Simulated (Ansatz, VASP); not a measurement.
**SrO: VASP beside Ansatz**

```
Sr O
1.0
     0.00000    2.68287    2.68287
     2.68287    0.00000    2.68287
     2.68287    2.68287    0.00000
Sr O
1 1
Cartesian
  0.0000 0.0000 0.0000
  2.6829 2.6829 2.6829
```

Alike in both runs: task single point; functional PBE; k mesh 8 × 8 × 8; occupations gaussian, width 0.02 eV; no spin polarisation.

```csv
,VASP,Ansatz
version,VASP 6.6.1,Ansatz 0.2.0
potentials or method,"VASP PAW PBE potentials, release 64 (Sr_sv, O), cutoff 520 eV","scalar-relativistic, plane waves, PAW"
valence electrons in the cell,16,16
```

|  | VASP | Ansatz | Ansatz less VASP |
| --- | --- | --- | --- |
| gap on the k mesh at the Fermi level (eV) | 3.14 | 3.15 | +0.017 |
| least direct gap on the mesh (eV) | 3.14 | 3.15 | +0.017 |
| pressure (GPa) | -6.3 | -6.6 | -0.32 |
